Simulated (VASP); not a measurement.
Wanted: the native input for a VASP 6.6.1 run.

```yaml
Task: single point
Functional: r2SCAN
Potentials_or_basis: VASP PAW PBE potentials, release 64 (Li_sv, Be, Ge_d, Te)
Cutoff: 520 eV
k_mesh: 6 × 6 × 6
Occupations: gaussian, width 0.01 eV
Spin: no spin polarisation
Dipole_correction: no
Further_INCAR_settings: ALGO = Normal; EDIFF = 1e-06; NBANDS = 33
```

Crystal: Li2BeGeTe4.

```
Li Be Ge Te
1.0
    -2.95217    2.95217    6.56327
     2.95217   -2.95217    6.56327
     2.95217    2.95217   -6.56327
Li Be Ge Te
2 1 1 4
Direct
  0.75000 0.25000 0.50000
  0.25000 0.75000 0.50000
  0.00000 0.00000 0.00000
  0.50000 0.50000 0.00000
  0.87541 0.87541 0.51990
  0.12459 0.64450 0.00000
  0.64450 0.12459 0.00000
  0.35550 0.35550 0.48010
```

One way to write it, as run:

POSCAR

```
Li2BeGeTe4
1.0
   -2.9521688566      2.9521688566      6.5632675568
    2.9521688566     -2.9521688566      6.5632675568
    2.9521688566      2.9521688566     -6.5632675568
Li Be Ge Te
2 1 1 4
Direct
    0.7500000000      0.2500000000      0.5000000000
    0.2500000000      0.7500000000      0.5000000000
    0.0000000000      0.0000000000      0.0000000000
    0.5000000000      0.5000000000      0.0000000000
    0.8754050380      0.8754050380      0.5199010201
    0.1245949620      0.6444959820      0.0000000000
    0.6444959820      0.1245949620      0.0000000000
    0.3555040180      0.3555040180      0.4800989799
```

INCAR.step1

```
SYSTEM = Li2BeGeTe4
  ALGO = Normal
  EDIFF = 1E-4
  ENCUT = 520
  GGA = PE
  ISMEAR = 0
  LASPH = .TRUE.
  LCHARG = .FALSE.
  LREAL = .FALSE.
  LWAVE = .TRUE.
  NBANDS = 33
  NELM = 100
  PREC = Accurate
  SIGMA = 0.01
```

INCAR.step2

```
SYSTEM = Li2BeGeTe4
  ALGO = Normal
  EDIFF = 1E-6
  ENCUT = 520
  ISIF = 2
  ISMEAR = 0
  ISTART = 1
  LASPH = .TRUE.
  LCHARG = .FALSE.
  LMIXTAU = .TRUE.
  LREAL = .FALSE.
  LWAVE = .FALSE.
  METAGGA = R2SCAN
  NBANDS = 33
  NELM = 100
  PREC = Accurate
  SIGMA = 0.01
```

KPOINTS

```
k-points
0
G
  6 6 6
  0 0 0
```

Potentials or basis: VASP PAW PBE potentials, release 64 (Li_sv, Be, Ge_d, Te).

Command:

```bash
$ cat potpaw_PBE.64/Li_sv/POTCAR potpaw_PBE.64/Be/POTCAR potpaw_PBE.64/Ge_d/POTCAR potpaw_PBE.64/Te/POTCAR > POTCAR
$ cp INCAR.step1 INCAR
$ mpirun -np 1 vasp_std > vasp.out
$ cp INCAR.step2 INCAR
$ mpirun -np 1 vasp_std > vasp.out
```

It gave:

```yaml
Largest_force: 0.108 eV/Å
Band_gap_on_the_k_mesh: 0.40 eV (least direct gap 0.47 eV)
```

Caveat: semilocal functionals underestimate gaps, and a narrow one can read as zero; the PAW data sets were made with another functional, which shifts forces and pressure a little; spin-orbit coupling is left out, which moves the levels of the heavy elements.

Wall time 12 min on 1 thread of Intel(R) Xeon(R) 6975P-C (Granite Rapids) (shared host), peak memory 0.68 GiB.
